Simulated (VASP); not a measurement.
Crystal: MnS.

```
Mn S
1.0
     0.00000    2.80000    2.80000
     2.80000    0.00000    2.80000
     2.80000    2.80000    0.00000
Mn S
1 1
Direct
  0.00000 0.00000 0.00000
  0.25000 0.25000 0.25000
```

Program: VASP 6.6.1. Alike in all runs: task single point; level PBEsol+D4; potentials or basis VASP PAW PBE potentials, release 64 (Mn_pv, S); cell as given; k mesh 6 × 6 × 6; cutoff (eV) 520; smearing methfessel-paxton 0.15 eV.

**Question.** Order these runs on this cell by their pressure, lowest first.
A. spin collinear, ferromagnetic start; fixed moment (μB) 1.2
B. spin collinear, ferromagnetic start; fixed moment (μB) 4.8
C. spin collinear, ferromagnetic start; fixed moment (μB) 2.4
D. spin collinear, ferromagnetic start; fixed moment (μB) 3.6
E. spin collinear, zero start; fixed moment (μB) 0.0

**Answer.** E (-25.6 GPa), A (-23.6 GPa), C (-19.4 GPa), D (-13.4 GPa), B (-4.3 GPa).

Caveats: the cell stands under tension; the PAW data sets were made with another functional, which shifts forces and pressure a little; the total moment is fixed, so each spin has its own Fermi level; a cell with one magnetic atom can't hold antiferromagnetic order, which such compounds often take (at least some runs).
